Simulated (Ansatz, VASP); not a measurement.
**One calculation of Cd3Te2, two programs**

```
Cd Te
1.0
     4.62122    0.00000    0.00000
    -2.31061    4.00210    0.00000
     0.00000    0.00000   13.81889
Cd Te
6 4
Direct
  0.00000 0.00000 0.25000
  0.00000 0.00000 0.75000
  0.33333 0.66667 0.93000
  0.66667 0.33333 0.43000
  0.33333 0.66667 0.57000
  0.66667 0.33333 0.07000
  0.33333 0.66667 0.14300
  0.66667 0.33333 0.64300
  0.33333 0.66667 0.35700
  0.66667 0.33333 0.85700
```

Change from the starting cell: species swapped into the Sn3Pt2 type (P6_3/mmc, No. 194).

Alike in both runs: task relaxation of cell and atoms; functional PBE; k mesh 4 × 4 × 2; occupations gaussian, width 0.2 eV; no spin polarisation.

|  | VASP | Ansatz |
| --- | --- | --- |
| version | VASP 6.6.1 | Ansatz 0.2.0 |
| potentials or method | VASP PAW PBE potentials, release 64 (Cd, Te), cutoff 600 eV | scalar-relativistic, plane waves, PAW |
| valence electrons in the cell | 96 | 184 |

```tsv
	VASP	Ansatz	Ansatz less VASP
gap on the k mesh at the Fermi level, each at its own relaxed structure (eV)	none	none	-
relaxed volume (Å³/atom)	34.01	33.97	-0.037
relaxed cell length with the largest relative difference (Å)	17.075	17.218	+0.1425
```

A gap of «none» marks a metal or a gap that the smearing closes. VASP's potentials hold 96 valence electrons a cell and Ansatz's 184, so a difference there can come from the potentials and not from the codes.

The k mesh is coarse, so the values compare programs but aren't converged. Neither program's run includes spin-orbit coupling. Noted on VASP's run: the volume moved by over 15 % at a fixed basis, so the end points are rough.
